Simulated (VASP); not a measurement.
Sr4LiS2: relaxation of cell and atoms with PBE

The system is Sr4LiS2.

```
Li Sr S
1.0
     3.25253    1.87785    5.34423
    -3.25253    1.87785    5.34423
     0.00000   -3.75570    5.34423
Li Sr S
1 4 2
Direct
  0.50000 0.50000 0.50000
  0.50000 0.50000 0.00000
  0.00000 0.50000 0.50000
  0.50000 0.00000 0.50000
  0.00000 0.00000 0.00000
  0.84242 0.84242 0.84242
  0.15758 0.15758 0.15758
```

```yaml
Program: VASP 6.6.1
Task: relaxation of cell and atoms
Functional: PBE
Potentials_or_basis: VASP PAW PBE potentials, release 64 (Li_sv, Sr_sv, S)
Cutoff: 600 eV
k_mesh: 3 × 3 × 3
Occupations: gaussian, width 0.2 eV
Spin: no spin polarisation
Dipole_correction: no
Further_INCAR_settings: ALGO = Normal; EDIFF = 1e-06; IBRION = 2; EDIFFG = -0.08; NSW = 36; ISIF = 3
```

The relaxed volume is 41.23 Å³/atom. The relaxed cell is a = 6.616 Å, b = 6.616 Å, c = 6.616 Å, α = 92.61°, β = 92.61°, γ = 92.61°, the space group after relaxing (to 0.05 Å) is R-3m (No. 166) and the energy gained by relaxing is 1086.1 meV/atom. The ionic steps are 16, the pressure after relaxing is 0.0 GPa and the largest force after relaxing is 0.078 eV/Å.

Forces on the atoms (eV/Å):
```
Li   0.000  0.000  0.000
Sr   0.000  0.000  0.000
Sr   0.000  0.000  0.000
Sr   0.000  0.000  0.000
Sr   0.000  0.000  0.000
S    0.000  0.000 -0.078
S    0.000  0.000  0.078
```

The path:
```tsv
step	energy change (eV)	largest force (eV/Å)	pressure (GPa)	volume (Å³)
1	0.0000	2.6401	8.83	195.85
2	-3.0420	1.9249	2.29	242.11
3	-4.4842	1.3233	-1.87	304.87
4	-4.5360	1.2231	-2.38	318.05
5	-5.6268	2.0288	-1.18	301.20
6	-5.8724	3.1863	0.50	286.66
7	-6.5908	2.0970	0.46	282.04
8	-7.2461	0.6073	1.41	271.81
9	-7.3242	0.2302	2.00	267.33
10	-7.3363	0.0083	2.54	263.60
11	-7.5810	0.0376	0.08	288.01
12	-7.5858	0.0361	-0.28	292.50
13	-7.5858	0.0365	-0.23	291.91
14	-7.5962	0.0784	-0.18	291.31
15	-7.6001	0.1182	-0.13	290.68
16	-7.6026	0.0779	0.04	288.61
```

Final structure:
```cif
data_structure
_symmetry_space_group_name_H-M 'P 1'
_symmetry_Int_Tables_number 1
_cell_length_a 6.6156
_cell_length_b 6.6156
_cell_length_c 6.6156
_cell_angle_alpha 92.607
_cell_angle_beta 92.607
_cell_angle_gamma 92.607
_cell_volume 288.61
loop_
_atom_site_label
_atom_site_type_symbol
_atom_site_fract_x
_atom_site_fract_y
_atom_site_fract_z
_atom_site_occupancy
Li1 Li 0.50000 0.50000 0.50000 1
Sr1 Sr 0.50000 0.50000 0.00000 1
Sr2 Sr 0.00000 0.50000 0.50000 1
Sr3 Sr 0.50000 0.00000 0.50000 1
Sr4 Sr 0.00000 0.00000 0.00000 1
S1 S 0.73542 0.73542 0.73542 1
S2 S 0.26458 0.26458 0.26458 1
```

Levels at points of the mesh, in eV from the Fermi level:
```
           k point  band 25  band 26  band 27  band 28  band 29  band 30
(0.00, 0.00, 0.00)    -2.75    -2.22     0.38     0.38     0.55     0.55
```

It took 9.9 min on 1 thread of AMD EPYC 9R45 96-Core Processor (Zen 5) (shared host), peak memory 0.41 GiB.

Caveat: the k points lie up to 0.32 Å⁻¹ apart in the final cell; the cutoff is under 1.25 times the usual one of these potentials, so pressure, stress and relaxed cells hold a basis-set (Pulay) error; the volume moved by over 15 % at a fixed basis, so the end points are rough; the relaxation stopped at a loose force limit of 0.08 eV/Å, so its end isn't a converged minimum.
